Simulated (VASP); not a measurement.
# Y (R-3m) in VASP: single point with PBE

Aim: the single point of Y with PBE.

Everything below comes from runs of VASP 6.6.1. Logs are shortened: lines on timing, memory, paths and dates and some standing lists are left out, and cuts for length are marked.

## Step 1: The cell of the first run

The structure is trigonal, space group R-3m (No. 166). The conventional cell has a = 7.855 Å, b = 7.855 Å, c = 27.131 Å, α = 90.00°, β = 90.00°, γ = 120.00°. Within 4.4 Å of Y (site symmetry m) lie 8 Y at 3.31 to 4.17 Å. Y (site symmetry m) has 7 Y at 3.04 to 3.55 Å within 4.0 Å.

## Step 2: Single point, PBE

INCAR reads:

```
SYSTEM = Y
  PREC = Accurate
  ENCUT = 520
  EDIFF = 1E-6
  ISMEAR = 0
  SIGMA = 0.1
  LREAL = .FALSE.
  LASPH = .TRUE.
  NELM = 60
  ALGO = Fast
  ISIF = 2
  LWAVE = .FALSE.
  LCHARG = .FALSE.
  GGA = PE
  NBANDS = 78
```

KPOINTS reads:

```
regular mesh
0
G
  3 3 3
  0 0 0
```

POSCAR reads:

```
Y
1.0
    3.9274174714      2.2674955343      9.0437260600
   -3.9274174714      2.2674955343      9.0437260600
    0.0000000000     -4.5349910686      9.0437260600
Y
12
Direct
    0.0726808464      0.5421496215      0.0726808464
    0.0726808464      0.0726808464      0.5421496215
    0.5421496215      0.0726808464      0.0726808464
    0.9273191536      0.4578503785      0.9273191536
    0.4578503785      0.9273191536      0.9273191536
    0.9273191536      0.9273191536      0.4578503785
    0.2237848542      0.6317209312      0.2237848542
    0.2237848542      0.2237848542      0.6317209312
    0.6317209312      0.2237848542      0.2237848542
    0.7762151458      0.3682790688      0.7762151458
    0.3682790688      0.7762151458      0.7762151458
    0.7762151458      0.7762151458      0.3682790688
```

Potentials or basis: VASP PAW PBE potentials, release 64 (Y_sv).

Command:

```console
cat potpaw_PBE.64/Y_sv/POTCAR > POTCAR
mpirun -np 1 vasp_std > vasp.out
```

OUTCAR:

```text
SYSTEM = Y
   PREC = Accurate
   ENCUT = 520
   EDIFF = 1E-6
   ISMEAR = 0
   LREAL = .FALSE.
   LASPH = .TRUE.
   NELM = 60
   ISIF = 2
   GGA = PE

 ion  position               nearest neighbor table
   1  0.073  0.542  0.073-  11 3.31  12 3.31   4 3.40   7 3.55   2 3.69   3 3.69   2 4.17   3 4.17

   2  0.073  0.073  0.542-  10 3.31  11 3.31   6 3.40   8 3.55   1 3.69   3 3.69   1 4.17   3 4.17

   3  0.542  0.073  0.073-  10 3.31  12 3.31   5 3.40   9 3.55   2 3.69   1 3.69   2 4.17   1 4.17

   4  0.927  0.458  0.927-   9 3.31   8 3.31   1 3.40  10 3.55   6 3.69   5 3.69   6 4.17   5 4.17

   5  0.458  0.927  0.927-   7 3.31   8 3.31   3 3.40  11 3.55   6 3.69   4 3.69   6 4.17   4 4.17

   6  0.927  0.927  0.458-   7 3.31   9 3.31   2 3.40  12 3.55   5 3.69   4 3.69   5 4.17   4 4.17

   7  0.224  0.632  0.224-  11 3.04  12 3.04   8 3.20   9 3.20   5 3.31   6 3.31   1 3.55
   8  0.224  0.224  0.632-  10 3.04  11 3.04   7 3.20   9 3.20   4 3.31   5 3.31   2 3.55
   9  0.632  0.224  0.224-  10 3.04  12 3.04   8 3.20   7 3.20   4 3.31   6 3.31   3 3.55
  10  0.776  0.368  0.776-   9 3.04   8 3.04  12 3.20  11 3.20   3 3.31   2 3.31   4 3.55
  11  0.368  0.776  0.776-   7 3.04   8 3.04  12 3.20  10 3.20   1 3.31   2 3.31   5 3.55
  12  0.776  0.776  0.368-   7 3.04   9 3.04  10 3.20  11 3.20   1 3.31   3 3.31   6 3.55

  LATTYP: Found a trigonal (rhomboedric) cell.
 ALAT       =    10.1170709714
 COS(alpha) =     0.6986060446

  Lattice vectors:

 A1 = (   3.9274174714,   2.2674955343,   9.0437260600)
 A2 = (  -3.9274174714,   2.2674955343,   9.0437260600)
 A3 = (   0.0000000000,  -4.5349910686,   9.0437260600)

Analysis of symmetry for initial positions (statically):
=====================================================================
 Subroutine PRICEL returns:
 Original cell was already a primitive cell.

 Routine SETGRP: Setting up the symmetry group for a
 trigonal (rhombohedral) supercell.

 Subroutine GETGRP returns: Found 12 space group operations
 (whereof 12 operations were pure point group operations)
 out of a pool of 12 trial point group operations.

The static configuration has the point symmetry D_3d.

Analysis of symmetry for dynamics (positions and initial velocities):
=====================================================================
 Subroutine PRICEL returns:
 Original cell was already a primitive cell.

 Routine SETGRP: Setting up the symmetry group for a
 trigonal (rhombohedral) supercell.

 Subroutine GETGRP returns: Found 12 space group operations
 (whereof 12 operations were pure point group operations)
 out of a pool of 12 trial point group operations.

The dynamic configuration has the point symmetry D_3d.

 Subroutine INISYM returns: Found 12 space group operations
 (whereof 12 operations are pure point group operations),
 and found     1 'primitive' translations

----------------------------------------------------------------------------------------

                                     Primitive cell

  volume of cell :     483.2281

  direct lattice vectors                    reciprocal lattice vectors
     3.927417471  2.267495534  9.043726060     0.127310123  0.073502534  0.036857964
    -3.927417471  2.267495534  9.043726060    -0.127310123  0.073502534  0.036857964
     0.000000000 -4.534991069  9.043726060     0.000000000 -0.147005067  0.036857964

  length of vectors
    10.117070971 10.117070971 10.117070971     0.151555268  0.151555268  0.151555268

  position of ions in fractional coordinates (direct lattice)
     0.072680846  0.542149622  0.072680846
     0.072680846  0.072680846  0.542149622
     0.542149622  0.072680846  0.072680846
     0.927319154  0.457850378  0.927319154
     0.457850378  0.927319154  0.927319154
     0.927319154  0.927319154  0.457850378
     0.223784854  0.631720931  0.223784854
     0.223784854  0.223784854  0.631720931
     0.631720931  0.223784854  0.223784854
     0.776215146  0.368279069  0.776215146
     0.368279069  0.776215146  0.776215146
     0.776215146  0.776215146  0.368279069

  ion indices of the primitive-cell ions
   primitive index   ion index
                 1           1
                 2           2
                 3           3
                 4           4
                 5           5
                 6           6
                 7           7
                 8           8
                 9           9
                10          10
                11          11
                12          12

----------------------------------------------------------------------------------------

 KPOINTS: regular mesh

Automatic generation of k-mesh.
 Grid dimensions read from file:
 generate k-points for:    3    3    3

 Generating k-lattice:

  Cartesian coordinates                     Fractional coordinates (reciprocal lattice)
     0.042436708  0.024500845  0.012285988     0.333333333 -0.000000000 -0.000000000
    -0.042436708  0.024500845  0.012285988    -0.000000000  0.333333333 -0.000000000
     0.000000000 -0.049001689  0.012285988    -0.000000000 -0.000000000  0.333333333

  Length of vectors
     0.050518423  0.050518423  0.050518423

  Shift w.r.t. Gamma in fractional coordinates (k-lattice)
     0.000000000  0.000000000  0.000000000

 Subroutine IBZKPT returns following result:
 ===========================================

 Found      6 irreducible k-points:

 Following reciprocal coordinates:
            Coordinates               Weight
  0.000000  0.000000  0.000000      1.000000
  0.333333  0.000000  0.000000      6.000000
  0.333333  0.333333  0.000000      6.000000
 -0.333333  0.333333  0.000000      6.000000
  0.333333  0.333333  0.333333      2.000000
 -0.333333  0.333333  0.333333      6.000000
   k-points           NKPTS =      6   k-points in BZ     NKDIM =      6   number of bands    NBANDS=     78
   number of dos      NEDOS =    301   number of ions     NIONS =     12
   total plane-waves  NPLWV = 512000
   dimension x,y,z NGX =    80 NGY =   80 NGZ =   80
   dimension x,y,z NGXF=   160 NGYF=  160 NGZF=  160
   ions per type =              12
   NGX,Y,Z   is equivalent  to a cutoff of  13.15, 13.15, 13.15 a.u.
   NGXF,Y,Z  is equivalent  to a cutoff of  26.29, 26.29, 26.29 a.u.
 SYSTEM =  Y
   PREC   = accura    normal or accurate (medium, high low for compatibility)
   ISTART =      0    job   : 0-new  1-cont  2-samecut
   ICHARG =      2    charge: 1-file 2-atom 10-const
   ISPIN  =      1    spin polarized calculation?
   LNONCOLLINEAR =      F non collinear calculations
   LSORBIT =      F    spin-orbit coupling
   LASPH  =      T    aspherical Exc in radial PAW
   ENCUT  =  520.0 eV  38.22 Ry    6.18 a.u.  18.81 18.81 18.81*2*pi/ulx,y,z
   NELM   =     60;   NELMIN=  2; NELMDL= -5     # of ELM steps
   EDIFF  = 0.1E-05   stopping-criterion for ELM
   LREAL  =      F    real-space projection
   EDIFFG = 0.1E-04   stopping-criterion for IOM
   NSW    =      0    number of steps for IOM
   IBRION =     -1    ionic relax: 0-MD 1-quasi-New 2-CG
   NFREE  =      0    steps in history (QN), initial steepest desc. (CG)
   ISIF   =      2    stress and relaxation
   ISYM   =      2    0-nonsym 1-usesym 2-fastsym
   POTIM  = 0.5000    time-step for ionic-motion
   TEBEG  =    0.0;   TEEND  =   0.0 temperature during run
   PSTRESS=    0.0 pullay stress
   NELECT =     132.0000    total number of electrons
   NUPDOWN=      -1.0000    fix difference up-down
   EMIN   =  10.00;   EMAX   =-10.00  energy-range for DOS
   EFERMI =   0.00;   METHOD = LEGACY
   ISMEAR =     0;   SIGMA  =   0.10  broadening in eV -4-tet -1-fermi 0-gaus
   EFERMI_NEDOS =   21; number of points for ismear=-14 and -15
   IALGO  =     68    algorithm
   IMIX   =      4    mixing-type and parameters
     AMIX     =   0.40;   BMIX     =  1.00
     AMIX_MAG =   1.60;   BMIX_MAG =  1.00
  volume/ion in A,a.u.               =      40.27       271.75
  Fermi-wavevector in a.u.,A,eV,Ry     =   1.062222  2.007309 15.351675  1.128316
  Thomas-Fermi vector in A             =   2.197666
   LORBIT       =      0    0 simple, 1 ext, 2 COOP (PROOUT), +10 PAW based schemes
   GGA     = PE    functional components
   LHFCALC =     F    Hartree Fock is set to
   AEXX    =    0.0000 exact exchange contribution
   IVDW    =     0    specifies the selected vdW correction
   LEPSILON=     F    determine dielectric tensor
   LRPA    =     F    only Hartree local field effects (RPA)
 non-spin polarized calculation
 RMM-DIIS sequential band-by-band and
 Gauss-broadening in eV      SIGMA  =   0.10
  energy-cutoff  :      520.00
  volume of cell :      483.23
 maximum number of plane-waves:     13048
 NGX is ok and might be reduce to    80
   NGX = 37   NGY = 37   NGZ = 37

 number of electron     132.0000001 magnetization

 Free energy of the ion-electron system (eV)
  ---------------------------------------------------
  ext. energy  EPLUGINS =         0.00000000
  ---------------------------------------------------
  free energy    TOTEN  =       -66.45372146 eV

  energy without entropy =      -66.36157277  energy(sigma->0) =      -66.40764712

 E-fermi :   1.7940     XC(G=0):  -8.4499

 val. band max:        1.7696100460   @ k =  -0.3333   0.3333   0.3333
 cond. band min:       1.7991263072   @ k =  -0.3333   0.3333   0.0000
 fundamental gap:      0.0295162612
 Fermi energy:         1.7939674639

 k-point     1 :       0.0000    0.0000    0.0000
  band No.  band energies     occupation
      1     -41.5325      2.00000
      2     -41.5183      2.00000
      3     -41.5183      2.00000
      4     -41.5114      2.00000
      5     -41.4987      2.00000
      6     -41.4987      2.00000
[... 70 lines left out ...]
     77       2.8508      0.00000
     78       3.4017      0.00000
[... 403 lines left out ...]
     77       2.7318      0.00000
     78       2.9671      0.00000

------------------------ aborting loop because EDIFF is reached ----------------------------------------

  FORCE on cell =-STRESS in cart. coord.  units (eV):
  Direction    XX          YY          ZZ          XY          YZ          ZX
  --------------------------------------------------------------------------------------
  -------------------------------------------------------------------------------------
  Total       -0.5518522     -0.5518522      0.4646219      0.0000000      0.0000000      0.0000000
  in kB       -1.8297055     -1.8297055      1.5404873      0.0000000      0.0000000      0.0000000
  external PRESSURE =      -0.7063079 kB  Pullay stress =       0.0000000 kB

 VOLUME and BASIS-vectors are now :
 -----------------------------------------------------------------------------
  energy-cutoff  :      520.00
  volume of cell :      483.23
      direct lattice vectors                 reciprocal lattice vectors
     3.927417471  2.267495534  9.043726060     0.127310123  0.073502534  0.036857964
    -3.927417471  2.267495534  9.043726060    -0.127310123  0.073502534  0.036857964
     0.000000000 -4.534991069  9.043726060     0.000000000 -0.147005067  0.036857964

 POSITION                                       TOTAL-FORCE (eV/Angst)
 -----------------------------------------------------------------------------------
     -1.84380      1.06452      6.21766        -0.008339      0.004814      0.029225
      0.00000     -2.12904      6.21766        -0.000000     -0.009629      0.029225
      1.84380      1.06452      6.21766         0.008339      0.004814      0.029225
      1.84380     -1.06452     20.91351         0.008339     -0.004814     -0.029225
     -1.84380     -1.06452     20.91351        -0.008339     -0.004814     -0.029225
      0.00000      2.12904     20.91351        -0.000000      0.009629     -0.029225
     -1.60214      0.92499      9.76081         0.002617     -0.001511     -0.013059
      0.00000     -1.84999      9.76081        -0.000000      0.003022     -0.013059
      1.60214      0.92499      9.76081        -0.002617     -0.001511     -0.013059
      1.60214     -0.92499     17.37037        -0.002617      0.001511      0.013059
     -1.60214     -0.92499     17.37037         0.002617      0.001511      0.013059
      0.00000      1.84999     17.37037        -0.000000     -0.003022      0.013059
 -----------------------------------------------------------------------------------
    total drift:                                0.000000     -0.000000     -0.000000

  FREE ENERGIE OF THE ION-ELECTRON SYSTEM (eV)
  ---------------------------------------------------
  free  energy   TOTEN  =       -66.4537214615 eV

  energy  without entropy=      -66.3615727745  energy(sigma->0) =      -66.40764712
```

It took 22 min on 1 thread of Intel Xeon Platinum 8559C (Emerald Rapids), shared host; peak memory 1 GiB.

What came out:

```yaml
Free_energy: -66.4537 eV
Pressure: -0.1 GPa
Largest_force: 0.031 eV/Å
Band_gap_on_the_k_mesh: zero (band 66 reaches 1.80 eV, above the bottom of band 67 at 1.61 eV)
```

Forces on the atoms (eV/Å):
```
Y   -0.008  0.005  0.029
Y    0.000 -0.010  0.029
Y    0.008  0.005  0.029
Y    0.008 -0.005 -0.029
Y   -0.008 -0.005 -0.029
Y    0.000  0.010 -0.029
Y    0.003 -0.002 -0.013
Y    0.000  0.003 -0.013
Y   -0.003 -0.002 -0.013
Y   -0.003  0.002  0.013
Y    0.003  0.002  0.013
Y    0.000 -0.003  0.013
```
